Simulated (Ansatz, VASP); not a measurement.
**Cl: VASP beside Ansatz**

The input INCAR:

```
SYSTEM = Cl
PREC = Accurate
ENCUT = 520
EDIFF = 1E-6
ISMEAR = -1
SIGMA = 0.08
LREAL = .FALSE.
LASPH = .TRUE.
NELM = 100
ALGO = Normal
ISIF = 2
LWAVE = .FALSE.
LCHARG = .TRUE.
GGA = PE
LELF = .TRUE.
LVHAR = .TRUE.
NBANDS = 14
```

File KPOINTS:

```
regular mesh
0
G
  16 16 16
  0 0 0
```

Contents of POSCAR:

```
Cl
1.0
   -2.3690190624      2.3690190624      1.4502116108
    2.3690190624     -2.3690190624      1.4502116108
    2.3690190624      2.3690190624     -1.4502116108
Cl
2
Direct
   -0.3750000000     -0.1250000000     -0.2500000000
    0.3750000000      0.1250000000      0.2500000000
```

Input for Ansatz:

```yaml
crystal:
  lattice:
    - [-2.3690190624, 2.3690190624, 1.4502116108]
    - [2.3690190624, -2.3690190624, 1.4502116108]
    - [2.3690190624, 2.3690190624, -1.4502116108]
  atoms:
    - { symbol: Cl, position: [-0.375, -0.125, -0.25] }
    - { symbol: Cl, position: [0.375, 0.125, 0.25] }
kpoints:
  mp_grid: { grid: [16, 16, 16] }
scf:
  occupations: { method: fermi_dirac, width: 0.08 }
hamiltonian:
  xc: pbe
  pseudopotentials: { kind: all_electron, lapw: { basis_error: 0.001 } }
output:
  forces: true
  stress: true
  eigenvalues: true
  populations: true
```

Change from the starting cell: volume scaled by 0.65, LAPW.

Alike in both runs: task single point; functional PBE; k mesh 16 × 16 × 16; occupations fermi-dirac, width 0.08 eV; no spin polarisation.

```csv
,VASP,Ansatz
version,VASP 6.6.1,Ansatz 0.2.0
potentials or method,"VASP PAW PBE potentials, release 64 (Cl), cutoff 520 eV","all-electron LAPW, scalar-relativistic"
```

VASP gave:

* pressure (GPa): 28.5
* traceless stress, the component that is largest in VASP (GPa): 0.18

Task: What did Ansatz give for the same quantities?

Result: Pressure (GPa): 28.8; traceless stress, the component that is largest in VASP (GPa): 0.12.

Both programs put the cell under a high pressure, so it lies far from rest at this level. Ansatz ran all-electron here, and VASP with PAW potentials.
